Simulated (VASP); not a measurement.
A run of VASP 6.6.1:

The input POSCAR:

```
Se
1.0
    5.1373800813      0.0000000000      0.0000000000
    0.0000000000      5.1373800813      0.0000000000
    0.0000000000      0.0000000000      5.1373800813
Se
4
Direct
    0.0000000000      0.5000000000      0.5000000000
    0.5000000000      0.0000000000      0.5000000000
    0.5000000000      0.5000000000      0.0000000000
    0.5000000000      0.5000000000      0.5000000000
```

File INCAR.step1:

```
PREC     = Accurate       # precision mode
ENCUT    = 520            # plane-wave cutoff, eV
EDIFF    = 1E-6           # SCF threshold, eV
ISMEAR   = 0              # smearing method
SIGMA    = 0.1            # smearing width, eV
LREAL    = False          # projectors in reciprocal space
LASPH    = True           # aspherical terms in the spheres
NELM     = 100            # most SCF steps
ALGO     = Normal         # electronic algorithm
ISIF     = 2              # what is computed and relaxed
LWAVE    = False          # write WAVECAR
LCHARG   = True           # write CHGCAR
GGA      = PE             # functional
NBANDS   = 20             # bands
```

KPOINTS.step1

```
Automatic mesh
0
Gamma
  10 10 10
```

INCAR.step2

```
PREC     = Accurate       # precision mode
ENCUT    = 520            # plane-wave cutoff, eV
EDIFF    = 1E-6           # SCF threshold, eV
ISMEAR   = -5             # smearing method
SIGMA    = 0.1            # smearing width, eV
LREAL    = False          # projectors in reciprocal space
LASPH    = True           # aspherical terms in the spheres
NELM     = 100            # most SCF steps
ALGO     = Normal         # electronic algorithm
ISIF     = 2              # what is computed and relaxed
LWAVE    = False          # write WAVECAR
LCHARG   = False          # write CHGCAR
GGA      = PE             # functional
LORBIT   = 11             # projections on sites
NBANDS   = 20             # bands
NEDOS    = 1001           # points of the DOS
ICHARG   = 11             # starting density
```

Contents of KPOINTS.step2:

```
Automatic mesh
0
Gamma
  15 15 15
```

Potentials or basis: VASP PAW PBE potentials, release 64 (Se).

Run with:

```sh
$ cat potpaw_PBE.64/Se/POTCAR > POTCAR
$ cp INCAR.step1 INCAR
$ cp KPOINTS.step1 KPOINTS
$ mpirun -np 1 vasp_std > vasp.out
$ cp INCAR.step2 INCAR
$ cp KPOINTS.step2 KPOINTS
$ mpirun -np 1 vasp_std > vasp.out
```

Hardware: 1 thread of Intel Xeon 8259CL, on a shared host.

Q: How long does it take, and how much memory?

A: It took 6.2 min on 1 thread of Intel Xeon 8259CL, on a shared host, peak memory 0.4 GiB. Counts: k points 120.
